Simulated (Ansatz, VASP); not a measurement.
## Be: VASP beside Ansatz

```
Be
1.0
     3.74914    0.00000    0.00000
     0.00000    3.74914    0.00000
     0.00000    0.00000    2.25986
Be
4
Direct
  0.29821 0.29821 0.00000
  0.70179 0.70179 0.00000
  0.20179 0.79821 0.50000
  0.79821 0.20179 0.50000
```

Alike in both runs: functional PBEsol; k mesh 12 × 12 × 18; occupations gaussian, width 0.1 eV; no spin polarisation.

Ansatz relaxed the structure, and its values are those at the end. VASP's run is a single point on that final structure, the one shown.

|  | VASP | Ansatz |
| --- | --- | --- |
| version | VASP 6.6.1 | Ansatz 0.2.0 |
| potentials or method | VASP PAW PBE potentials, release 64 (Be), cutoff 520 eV | scalar-relativistic, plane waves, PAW |
| valence electrons in the cell | 8 | 8 |

```csv
,VASP,Ansatz,Ansatz less VASP
gap on the k mesh at the Fermi level (eV),none,none,-
pressure (GPa),0.4,0.0,-0.37
```

VASP's potentials were made for PBE, not for PBEsol. A gap of «none» marks a metal or a gap that the smearing closes. With one functional, cell and mesh, what is left measures potentials, basis and numerics.
